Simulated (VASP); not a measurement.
Crystal: CdSe (Cadmoselite).

```xyz
4
Lattice="4.3285 0.0000 0.0000 -2.1642 3.7486 0.0000 0.0000 0.0000 7.0665" Properties=species:S:1:pos:R:3 pbc="T T T"
Cd    2.1642    1.2495    3.5332
Cd    0.0000    2.4990    0.0000
Se    2.1642    1.2495    6.2538
Se    0.0000    2.4990    2.7206
```

This cell differs from its parent crystal: volume scaled by 1.02.

Base run:

```yaml
Program: VASP 6.6.1
Functional: PBEsol
Potentials_or_basis: VASP PAW PBE potentials, release 64 (Cd, Se)
Cutoff: 520 eV
k_mesh: 7 × 7 × 4
Occupations: fermi-dirac, width 0.05 eV
Spin: no spin polarisation
```

Its results: band gap on the k mesh 0.54 eV, direct; pressure -0.5 GPa; largest force 0.254 eV/Å.

Q: The run is repeated on the same cell with these changes: functional from PBEsol to RPBE; dispersion from none to D4. What comes out?

A: Band gap on the k mesh 0.83 eV, direct; pressure 0.3 GPa; largest force 0.273 eV/Å.

Several settings changed at once, so the effect can't be laid on one alone.

Caveats: the PAW data sets were made with another functional, which shifts forces and pressure a little.

